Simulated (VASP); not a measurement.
## MgO: single point with PBE

Crystal: MgO.

```
CELL_PARAMETERS angstrom
3.41686 0.00701 0.00000
-1.70236 3.00362 0.00000
0.00000 0.00000 4.15360
ATOMIC_POSITIONS crystal
Mg 0.70282 0.35803 0.75940
Mg 0.29718 0.64197 0.25940
O 0.62475 0.34564 0.24060
O 0.37525 0.65436 0.74060
```

This cell differs from its parent crystal: strained and its atoms moved.

- Program: VASP 6.6.1
- Task: single point
- Functional: PBE
- Potentials or basis: VASP PAW PBE potentials, release 64 (Mg, O)
- Cutoff: 520 eV
- k mesh: 9 × 9 × 6
- Occupations: gaussian, width 0.02 eV
- Spin: no spin polarisation
- Dipole correction: no
- Further INCAR settings: ALGO = Normal; EDIFF = 1e-06; NBANDS = 16

The pressure is 12.1 GPa, the largest force is 2.652 eV/Å and the band gap on the k mesh is 3.33 eV.

Forces in eV/Å, atoms in the order of the input:
```
Mg   0.478 -1.370 -0.382
Mg  -0.478  1.370 -0.382
O    2.285 -1.291  0.382
O   -2.285  1.291  0.382
```

Stress tensor (GPa, compression positive):
```
20.47 -9.81  0.00
-9.81  2.99  0.00
 0.00  0.00 12.87
```

Levels at points of the mesh, in eV from the valence-band top:
| k point | band 5 | band 6 | band 7 | band 8 | band 9 | band 10 | band 11 | band 12 |
| --- | --- | --- | --- | --- | --- | --- | --- | --- |
| (0.00, 0.00, 0.00) | -1.60 | -1.30 | -0.77 | 0.00 | 3.33 | 9.47 | 11.61 | 11.85 |
| (0.00, 0.00, 0.50) | -1.54 | -1.54 | -1.38 | -1.38 | 6.30 | 6.30 | 12.71 | 12.71 |

Run time: 2.3 min on 1 thread of Intel Xeon 8259CL (shared host), peak memory 0.24 GiB.

Caveat: the cell differs from its parent crystal (strained and its atoms moved); the cell stands under pressure; an odd mesh through Γ misses points on the zone boundary, where band edges can lie; forces of over 1 eV/Å act on the atoms, so gaps and moduli don't describe the material at rest.
